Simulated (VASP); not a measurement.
Write the native input for VASP 6.6.1 that does the following.

```
Task                   : single point
Functional             : PBE
Potentials or basis    : VASP PAW PBE potentials, release 64 (Ga_d, As, C)
Cutoff                 : 520 eV
k mesh                 : 7 × 5 × 1
Occupations            : gaussian, width 0.05 eV
Spin                   : collinear spin
Starting moments       : [0.0, 0.0, 0.0, 0.0, 0.0, 0.0, 2.0] μB
Dipole correction      : yes
Further INCAR settings : ALGO = Normal; EDIFF = 1e-06; NBANDS = 42
```

The structure of Ga3As3C lies in POSCAR:

```
Ga3As3C
1.0
    4.0629609257      0.0000000000      0.0000000000
    0.0000000000      5.7458944445      0.0000000000
    0.0000000000      0.0000000000     19.8924422580
Ga As C
3 3 1
Direct
    0.5000000000      0.5000000000      0.2010813930
    0.0000000000      0.0635978709      0.3146195193
    0.5000000000      0.4877934284      0.3796180935
    0.0000000000      0.2500000000      0.2010813930
    0.5000000000      0.8095619862      0.2945554352
    0.0000000000      0.2894090607      0.4218909950
    0.5000000000      0.2894090607      0.4599042888
```

One way to write it, as run:

INCAR

```
PREC = Accurate
ENCUT = 520
EDIFF = 1E-6
ISMEAR = 0
SIGMA = 0.05
LREAL = F
LASPH = T
NELM = 150
ALGO = Normal
ISIF = 2
LWAVE = F
LCHARG = F
ISPIN = 2
MAGMOM = 0 0 0 0 0 0 2
LORBIT = 11
LDIPOL = T
IDIPOL = 3
DIPOL = 0.5 0.5 0.325
GGA = PE
NBANDS = 42
```

KPOINTS

```
regular mesh
0
Gamma
  7 5 1
```

Potentials or basis: VASP PAW PBE potentials, release 64 (Ga_d, As, C).

Command:

```bash
$ cat potpaw_PBE.64/Ga_d/POTCAR potpaw_PBE.64/As/POTCAR potpaw_PBE.64/C/POTCAR > POTCAR
$ mpirun -np 1 vasp_std > vasp.out
```

It gave:

* Largest force: 2.036 eV/Å
* Band gap on the k mesh: 0.26 eV (least direct gap 0.44 eV)
* Net moment: 0.00 μB per cell
* Valence electrons inside the program's atomic spheres: Ga 11.52, 11.62, 11.70; As 2.74, 2.75, 2.72; C 2.17

Wall time 33 min on 1 thread of Intel Xeon 8259CL, on a shared host, peak memory 0.86 GiB.
